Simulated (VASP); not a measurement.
Set up this calculation in VASP 6.6.1, as the native input.

| Item | Value |
| --- | --- |
| Task | relaxation of cell and atoms |
| Functional | PBEsol |
| Potentials or basis | VASP PAW PBE potentials, release 64 (Mg) |
| Cutoff | 600 eV |
| k mesh | 17 × 17 × 17 |
| Occupations | fermi-dirac, width 0.1 eV |
| Spin | no spin polarisation |
| Target pressure | 100 GPa |
| Dipole correction | no |
| Further INCAR settings | ALGO = Normal; EDIFF = 1e-07; IBRION = 2; EDIFFG = -0.005; NSW = 60; ISIF = 3 |

The structure of Mg lies in POSCAR:

```
Mg
1.0
    2.2472989914      0.0000000000      0.0000000000
    0.0000000000      2.2472989914      0.0000000000
    0.0000000000      0.0000000000      2.2472989914
Mg
1
Direct
    0.0000000000      0.0000000000      0.0000000000
```

These files were run (other wordings do the same):

INCAR

```
PREC = Accurate
ENCUT = 600
EDIFF = 1E-7
ISMEAR = -1
SIGMA = 0.1
LREAL = F
LASPH = T
NELM = 80
ALGO = Normal
ISIF = 3
LWAVE = F
LCHARG = F
GGA = PS
IBRION = 2
NSW = 60
EDIFFG = -0.005
PSTRESS = 1000.0
```

KPOINTS

```
regular mesh
0
Gamma
  17 17 17
```

Potentials or basis: VASP PAW PBE potentials, release 64 (Mg).

Launch:

```bash
$ cat potpaw_PBE.64/Mg/POTCAR > POTCAR
$ mpirun -np 1 vasp_std > vasp.out
```

Results of the run:

```yaml
Relaxed_volume: 11.47 Å³/atom
Relaxed_cell: a = 2.256 Å, b = 2.256 Å, c = 2.256 Å, α = 90.00°, β = 90.00°, γ = 90.00°
Space_group_after_relaxing_to_0.05_Å: Pm-3m (No. 221)
Energy_change_on_relaxing_the_enthalpy_is_what_falls: -79.2 meV/atom
Ionic_steps: 3
Pressure_after_relaxing: 100.0 GPa
Band_gap_on_the_k_mesh: zero (band 1 reaches 13.60 eV, above the bottom of band 2 at 5.51 eV)
```

Caveat: the cell is relaxed towards a set pressure, so the enthalpy falls and the energy may rise; the PAW data sets were made with another functional, which shifts forces and pressure a little.

Run time: 27 s on 1 thread of AMD EPYC 7R43 64-Core Processor (Zen 3) (shared host), peak memory 0.1 GiB.
